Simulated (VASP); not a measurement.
Input of a VASP 6.6.1 run:

Contents of INCAR:

```
PREC = Accurate
ENCUT = 500
EDIFF = 1E-6
ISMEAR = 0
SIGMA = 0.1
LREAL = False
LASPH = True
NELM = 200
ALGO = Normal
ISIF = 2
LWAVE = False
LCHARG = False
GGA = PE
NBANDS = 32
GGA_COMPAT = False
LMAXMIX = 6
```

Contents of KPOINTS:

```
Automatic mesh
0
Gamma
  6 6 4
```

The input POSCAR:

```
Dy4Au
1.0
    6.3100782715      0.0000000033      0.0000000000
   -3.1550391386      5.4646880814      0.0000000000
    0.0000000000      0.0000000000      5.2900633379
Dy Au
4 1
Direct
    0.5000000000      0.0000000000      0.0000000000
    0.0000000000      0.5000000000      0.0000000000
    0.5000000000      0.5000000000      0.0000000000
    0.0000000000      0.0000000000      0.5000000000
    0.0000000000      0.0000000000      0.0000000000
```

Potentials or basis: VASP PAW PBE potentials, release 64 (Dy_3, Au), 4f in core.

The run is started by

```sh
$ cat potpaw_PBE.64/Dy_3/POTCAR potpaw_PBE.64/Au/POTCAR > POTCAR
$ mpirun -np 1 vasp_std > vasp.out
```

Question: Estimate the pressure.

Answer: 0.4 GPa.

Question: Estimate the band gap on the k mesh.

Answer: Zero (an odd number of electrons rules out a gap without spin polarisation).

Stress tensor (GPa, compression positive):
```
0.54 0.00 0.00
0.00 0.54 0.00
0.00 0.00 0.24
```

Caveat: spin-orbit coupling is left out, which moves the levels of the heavy elements; the 4f electrons are frozen in the core, so they carry no moment and show no levels. Spin polarisation is off, so any magnetic state and its effect on volume and gap are missing.
